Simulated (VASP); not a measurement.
# Sr2CrGeO6 (Fm-3m) in VASP: single point with PBE

Aim: the single point of Sr2CrGeO6 with PBE.

All numbers are computed with VASP 6.6.1; they aren't measurements. Logs are shortened: lines on timing, memory, paths and dates and some standing lists are left out, and cuts for length are marked.

### Step 1. The cell of the first run

It takes space group Fm-3m (No. 225, cubic). Conventional cell: a = 7.879 Å, b = 7.879 Å, c = 7.879 Å, α = 90.00°, β = 90.00°, γ = 90.00°. Within 2.4 Å of Cr (site symmetry m-3m) lie 6 O at 1.77 Å. Ge (site symmetry m-3m) has 6 O at 2.17 Å within 2.9 Å. O (site symmetry 4mm) has 1 Cr at 1.77 Å and 1 Ge at 2.17 Å within 2.4 Å. Within 3.7 Å of Sr (site symmetry -43m) lie 12 O at 2.79 Å and 4 Cr at 3.41 Å and 4 Ge at 3.41 Å.

### Step 2. Single point, PBE, collinear spin, ferromagnetic start

File INCAR:

```
SYSTEM = Sr2CrGeO6
PREC = Accurate
ENCUT = 520
EDIFF = 1E-7
ISMEAR = 0
SIGMA = 0.0171
LREAL = .False.
LASPH = .True.
NELM = 150
ALGO = Normal
ISIF = 2
LWAVE = .False.
LCHARG = .True.
ISPIN = 2
MAGMOM = 3 0 0 0 0 0 0 0 0 0
LORBIT = 11
LMAXMIX = 4
GGA = PE
LELF = .True.
LVHAR = .True.
NBANDS = 56
```

File KPOINTS:

```
Automatic mesh
0
Gamma
  5 5 5
  0 0 0
```

File POSCAR:

```
Sr2CrGeO6
1.0
    0.0000000000      3.9395853100      3.9395853100
    3.9395853100      0.0000000000      3.9395853100
    3.9395853100      3.9395853100      0.0000000000
Cr Ge O Sr
1 1 6 2
Direct
    0.5000000000      0.5000000000      0.5000000000
    0.0000000000      0.0000000000      0.0000000000
    0.7250000000      0.2750000000      0.2750000000
    0.2750000000      0.7250000000      0.2750000000
    0.2750000000      0.7250000000      0.7250000000
    0.7250000000      0.2750000000      0.7250000000
    0.2750000000      0.2750000000      0.7250000000
    0.7250000000      0.7250000000      0.2750000000
    0.2500000000      0.2500000000      0.2500000000
    0.7500000000      0.7500000000      0.7500000000
```

Potentials or basis: VASP PAW PBE potentials, release 64 (Cr_pv, Ge_d, O, Sr_sv).

The run is started by

```sh
$ cat potpaw_PBE.64/Cr_pv/POTCAR potpaw_PBE.64/Ge_d/POTCAR potpaw_PBE.64/O/POTCAR potpaw_PBE.64/Sr_sv/POTCAR > POTCAR
$ mpirun -np 1 vasp_std > vasp.out
```

OUTCAR:

```text
SYSTEM = Sr2CrGeO6
   PREC = Accurate
   ENCUT = 520
   EDIFF = 1E-7
   ISMEAR = 0
   LREAL = .False.
   LASPH = .True.
   NELM = 150
   ISIF = 2
   ISPIN = 2
   LORBIT = 11
   GGA = PE

 ion  position               nearest neighbor table
   1  0.500  0.500  0.500-   3 1.77   4 1.77   5 1.77   6 1.77   7 1.77   8 1.77   9 3.41   9 3.41
                             9 3.41   9 3.41  10 3.41  10 3.41  10 3.41  10 3.41
   2  0.000  0.000  0.000-   3 2.17   4 2.17   5 2.17   6 2.17   7 2.17   8 2.17  10 3.41  10 3.41
                            10 3.41   9 3.41  10 3.41   9 3.41   9 3.41   9 3.41
   3  0.725  0.275  0.275-   1 1.77   2 2.17   9 2.79   9 2.79  10 2.79  10 2.79
   4  0.275  0.725  0.275-   1 1.77   2 2.17   9 2.79   9 2.79  10 2.79  10 2.79
   5  0.275  0.725  0.725-   1 1.77   2 2.17   9 2.79   9 2.79  10 2.79  10 2.79
   6  0.725  0.275  0.725-   1 1.77   2 2.17   9 2.79   9 2.79  10 2.79  10 2.79
   7  0.275  0.275  0.725-   1 1.77   2 2.17   9 2.79   9 2.79  10 2.79  10 2.79
   8  0.725  0.725  0.275-   1 1.77   2 2.17   9 2.79   9 2.79  10 2.79  10 2.79
   9  0.250  0.250  0.250-   3 2.79   4 2.79   7 2.79   5 2.79   6 2.79   7 2.79   4 2.79   5 2.79
                             8 2.79   3 2.79   6 2.79   8 2.79   1 3.41   2 3.41   2 3.41   1 3.41
  10  0.750  0.750  0.750-   4 2.79   5 2.79   7 2.79   3 2.79   6 2.79   7 2.79   3 2.79   4 2.79
                             8 2.79   5 2.79   6 2.79   8 2.79   1 3.41   2 3.41   1 3.41   1 3.41

  LATTYP: Found a face centered cubic cell.
 ALAT       =     7.8791706200

  Lattice vectors:

 A1 = (   0.0000000000,   3.9395853100,   3.9395853100)
 A2 = (   3.9395853100,   0.0000000000,   3.9395853100)
 A3 = (   3.9395853100,   3.9395853100,   0.0000000000)

Analysis of symmetry for initial positions (statically):
=====================================================================
 Subroutine PRICEL returns:
 Original cell was already a primitive cell.

 Routine SETGRP: Setting up the symmetry group for a
 face centered cubic supercell.

 Subroutine GETGRP returns: Found 48 space group operations
 (whereof 48 operations were pure point group operations)
 out of a pool of 48 trial point group operations.

The static configuration has the point symmetry O_h .

Analysis of symmetry for dynamics (positions and initial velocities):
=====================================================================
 Subroutine PRICEL returns:
 Original cell was already a primitive cell.

 Routine SETGRP: Setting up the symmetry group for a
 face centered cubic supercell.

 Subroutine GETGRP returns: Found 48 space group operations
 (whereof 48 operations were pure point group operations)
 out of a pool of 48 trial point group operations.

The dynamic configuration has the point symmetry O_h .

Analysis of structural, dynamic, and magnetic symmetry:
=====================================================================
 Subroutine PRICEL returns:
 Original cell was already a primitive cell.

 Routine SETGRP: Setting up the symmetry group for a
 face centered cubic supercell.

 Subroutine GETGRP returns: Found 48 space group operations
 (whereof 48 operations were pure point group operations)
 out of a pool of 48 trial point group operations.

The overall configuration has the point symmetry O_h .

 Subroutine INISYM returns: Found 48 space group operations
 (whereof 48 operations are pure point group operations),
 and found     1 'primitive' translations

----------------------------------------------------------------------------------------

                                     Primitive cell

  volume of cell :     122.2873

  direct lattice vectors                    reciprocal lattice vectors
     0.000000000  3.939585310  3.939585310    -0.126916911  0.126916911  0.126916911
     3.939585310  0.000000000  3.939585310     0.126916911 -0.126916911  0.126916911
     3.939585310  3.939585310  0.000000000     0.126916911  0.126916911 -0.126916911

  length of vectors
     5.571414976  5.571414976  5.571414976     0.219826539  0.219826539  0.219826539

  position of ions in fractional coordinates (direct lattice)
     0.500000000  0.500000000  0.500000000
     0.000000000  0.000000000  0.000000000
     0.725000000  0.275000000  0.275000000
     0.275000000  0.725000000  0.275000000
     0.275000000  0.725000000  0.725000000
     0.725000000  0.275000000  0.725000000
     0.275000000  0.275000000  0.725000000
     0.725000000  0.725000000  0.275000000
     0.250000000  0.250000000  0.250000000
     0.750000000  0.750000000  0.750000000

  ion indices of the primitive-cell ions
   primitive index   ion index
                 1           1
                 2           2
                 3           3
                 4           4
                 5           5
                 6           6
                 7           7
                 8           8
                 9           9
                10          10

[... 24 lines left out ...]
 Found     10 irreducible k-points:

 Following reciprocal coordinates:
            Coordinates               Weight
  0.000000  0.000000  0.000000      1.000000
  0.200000  0.000000  0.000000      8.000000
  0.400000  0.000000  0.000000      8.000000
  0.200000  0.200000  0.000000      6.000000
  0.400000  0.200000  0.000000     24.000000
 -0.400000  0.200000  0.000000     24.000000
 -0.200000  0.200000  0.000000     12.000000
  0.400000  0.400000  0.000000      6.000000
 -0.400000  0.400000  0.000000     12.000000
 -0.400000  0.400000  0.200000     24.000000
   k-points           NKPTS =     10   k-points in BZ     NKDIM =     10   number of bands    NBANDS=     56
   number of dos      NEDOS =    301   number of ions     NIONS =     10
   total plane-waves  NPLWV =  74088
   dimension x,y,z NGX =    42 NGY =   42 NGZ =   42
   dimension x,y,z NGXF=    84 NGYF=   84 NGZF=   84
   ions per type =               1   1   6   2
   NGX,Y,Z   is equivalent  to a cutoff of  12.53, 12.53, 12.53 a.u.
   NGXF,Y,Z  is equivalent  to a cutoff of  25.06, 25.06, 25.06 a.u.
 SYSTEM =  Sr2CrGeO6
   PREC   = accura    normal or accurate (medium, high low for compatibility)
   ISTART =      0    job   : 0-new  1-cont  2-samecut
   ICHARG =      2    charge: 1-file 2-atom 10-const
   ISPIN  =      2    spin polarized calculation?
   LNONCOLLINEAR =      F non collinear calculations
   LSORBIT =      F    spin-orbit coupling
   LASPH  =      T    aspherical Exc in radial PAW
   ENCUT  =  520.0 eV  38.22 Ry    6.18 a.u.  10.36 10.36 10.36*2*pi/ulx,y,z
   NELM   =    150;   NELMIN=  2; NELMDL= -5     # of ELM steps
   EDIFF  = 0.1E-06   stopping-criterion for ELM
   LREAL  =      F    real-space projection
   EDIFFG = 0.1E-05   stopping-criterion for IOM
   NSW    =      0    number of steps for IOM
   IBRION =     -1    ionic relax: 0-MD 1-quasi-New 2-CG
   NFREE  =      0    steps in history (QN), initial steepest desc. (CG)
   ISIF   =      2    stress and relaxation
   ISYM   =      2    0-nonsym 1-usesym 2-fastsym
   POTIM  = 0.5000    time-step for ionic-motion
   TEBEG  =    0.0;   TEEND  =   0.0 temperature during run
   PSTRESS=    0.0 pullay stress
   NELECT =      82.0000    total number of electrons
   NUPDOWN=      -1.0000    fix difference up-down
   EMIN   =  10.00;   EMAX   =-10.00  energy-range for DOS
   EFERMI =   0.00;   METHOD = LEGACY
   ISMEAR =     0;   SIGMA  =   0.02  broadening in eV -4-tet -1-fermi 0-gaus
   EFERMI_NEDOS =   21; number of points for ismear=-14 and -15
   IALGO  =     38    algorithm
   IMIX   =      4    mixing-type and parameters
     AMIX     =   0.40;   BMIX     =  1.00
     AMIX_MAG =   1.60;   BMIX_MAG =  1.00
  volume/ion in A,a.u.               =      12.23        82.52
  Fermi-wavevector in a.u.,A,eV,Ry     =   1.432910  2.707807 27.935908  2.053231
  Thomas-Fermi vector in A             =   2.552486
   LORBIT       =     11    0 simple, 1 ext, 2 COOP (PROOUT), +10 PAW based schemes
   GGA     = PE    functional components
   LHFCALC =     F    Hartree Fock is set to
   AEXX    =    0.0000 exact exchange contribution
   IVDW    =     0    specifies the selected vdW correction
   LEPSILON=     F    determine dielectric tensor
   LRPA    =     F    only Hartree local field effects (RPA)
 spin polarized calculation
 Gauss-broadening in eV      SIGMA  =   0.02
  energy-cutoff  :      520.00
  volume of cell :      122.29
 maximum number of plane-waves:      3315
 NGX is ok and might be reduce to    42
   NGX = 21   NGY = 21   NGZ = 21

 number of electron      82.0000044 magnetization      -0.0687152

 number of electron      82.0000044 magnetization       1.1271909

 Free energy of the ion-electron system (eV)
  ---------------------------------------------------
  ext. energy  EPLUGINS =         0.00000000
  ---------------------------------------------------
  free energy    TOTEN  =       -66.61616536 eV

  energy without entropy =      -66.61456438  energy(sigma->0) =      -66.61536487

 E-fermi :   5.0248     XC(G=0): -11.1448

 val. band max:        5.0115062821   @ k =  -0.2000   0.2000   0.0000
 cond. band min:       5.0253390643   @ k =   0.4000   0.2000   0.0000
 fundamental gap:      0.0138327822
 Fermi energy:         5.0247897883

 spin component 1

 k-point     1 :       0.0000    0.0000    0.0000
  band No.  band energies     occupation
      1     -40.3551      1.00000
      2     -40.3551      1.00000
      3     -40.3551      1.00000
      4     -29.2888      1.00000
      5     -29.2354      1.00000
      6     -20.1165      1.00000
[... 549 lines left out ...]
     52      11.3725      0.00000
     53      11.6542      0.00000
 Fermi energy:         5.0247897883

 spin component 2

 k-point     1 :       0.0000    0.0000    0.0000
  band No.  band energies     occupation
      1     -39.2956      1.00000
      2     -39.2956      1.00000
      3     -39.2956      1.00000
      4     -29.2837      1.00000
      5     -29.2305      1.00000
      6     -20.1026      1.00000
[... 549 lines left out ...]
     52      11.4354      0.00000
     53      11.7073      0.00000
 [bands above 53 left out]

------------------------ aborting loop because EDIFF is reached ----------------------------------------

  FORCE on cell =-STRESS in cart. coord.  units (eV):
  Direction    XX          YY          ZZ          XY          YZ          ZX
  --------------------------------------------------------------------------------------
  -------------------------------------------------------------------------------------
  Total        6.0101175      6.0101175      6.0101175     -0.0000000      0.0000000      0.0000000
  in kB       78.7430113     78.7430113     78.7430113     -0.0000000      0.0000000      0.0000000
  external PRESSURE =      78.7430113 kB  Pullay stress =       0.0000000 kB

 VOLUME and BASIS-vectors are now :
 -----------------------------------------------------------------------------
  energy-cutoff  :      520.00
  volume of cell :      122.29
      direct lattice vectors                 reciprocal lattice vectors
     0.000000000  3.939585310  3.939585310    -0.126916911  0.126916911  0.126916911
     3.939585310  0.000000000  3.939585310     0.126916911 -0.126916911  0.126916911
     3.939585310  3.939585310  0.000000000     0.126916911  0.126916911 -0.126916911

 POSITION                                       TOTAL-FORCE (eV/Angst)
 -----------------------------------------------------------------------------------
      3.93959      3.93959      3.93959        -0.000000     -0.000000      0.000000
      0.00000      0.00000      0.00000        -0.000000     -0.000000      0.000000
      2.16677      3.93959      3.93959        -4.040101     -0.000000      0.000000
      3.93959      2.16677      3.93959        -0.000000     -4.040101      0.000000
      5.71240      3.93959      3.93959         4.040101     -0.000000      0.000000
      3.93959      5.71240      3.93959        -0.000000      4.040101      0.000000
      3.93959      3.93959      2.16677        -0.000000     -0.000000     -4.040101
      3.93959      3.93959      5.71240        -0.000000     -0.000000      4.040101
      1.96979      1.96979      1.96979         0.000000     -0.000000      0.000000
      5.90938      5.90938      5.90938        -0.000000     -0.000000      0.000000
 -----------------------------------------------------------------------------------
    total drift:                               -0.000000      0.000000      0.000000

  FREE ENERGIE OF THE ION-ELECTRON SYSTEM (eV)
  ---------------------------------------------------
  free  energy   TOTEN  =       -66.6161653645 eV

  energy  without entropy=      -66.6145643823  energy(sigma->0) =      -66.61536487

 total charge

# of ion       s       p       d       tot
------------------------------------------
    1        0.482   6.710   4.291  11.483
    2        1.179   0.717  10.142  12.039
    3        1.577   3.446   0.000   5.023
    4        1.577   3.446   0.000   5.023
    5        1.577   3.446   0.000   5.023
    6        1.577   3.446   0.000   5.023
    7        1.577   3.446   0.000   5.023
    8        1.577   3.446   0.000   5.023
    9        1.997   5.784   0.186   7.967
   10        1.997   5.784   0.186   7.967
--------------------------------------------------
tot         15.119  39.670  14.805  69.594

 magnetization (x)

# of ion       s       p       d       tot
------------------------------------------
    1        0.007   0.018   0.937   0.962
    2        0.038   0.007   0.003   0.048
    3        0.001   0.001   0.000   0.002
    4        0.001   0.001   0.000   0.002
    5        0.001   0.001   0.000   0.002
    6        0.001   0.001   0.000   0.002
    7        0.001   0.001   0.000   0.002
    8        0.001   0.001   0.000   0.002
    9        0.002   0.000   0.005   0.007
   10        0.002   0.000   0.005   0.007
--------------------------------------------------
tot          0.057   0.030   0.949   1.036
```

Run time: 2.7 min. Hardware: 1 thread of Intel Xeon 6975P-C (Granite Rapids), shared host; peak memory 0.39 GiB.

Results:

- Free energy: -66.6162 eV
- Pressure: 7.9 GPa
- Largest force: 4.040 eV/Å
- Net moment: 1.13 μB per cell
- Site moments: Cr +0.96; Ge +0.05; O +0.00; Sr +0.01 μB
- Valence electrons inside the program's atomic spheres: Cr 11.48; Ge 12.04; O 5.02; Sr 7.97

Forces on the atoms (eV/Å):
```
Cr   0.000  0.000  0.000
Ge   0.000  0.000  0.000
O   -4.040  0.000  0.000
O    0.000 -4.040  0.000
O    4.040  0.000  0.000
O    0.000  4.040  0.000
O    0.000  0.000 -4.040
O    0.000  0.000  4.040
Sr   0.000  0.000  0.000
Sr   0.000  0.000  0.000
```

Caveat: a cell with one magnetic atom can't hold antiferromagnetic order, which such compounds often take; semilocal functionals often make such compounds metallic where correlation or magnetic order opens a gap, which also shifts bond lengths; forces of over 1 eV/Å act on the atoms, so gaps and moduli don't describe the material at rest. With open d or f shells a metallic result of PBE can be an artefact of self-interaction; +U or a hybrid may open a gap.
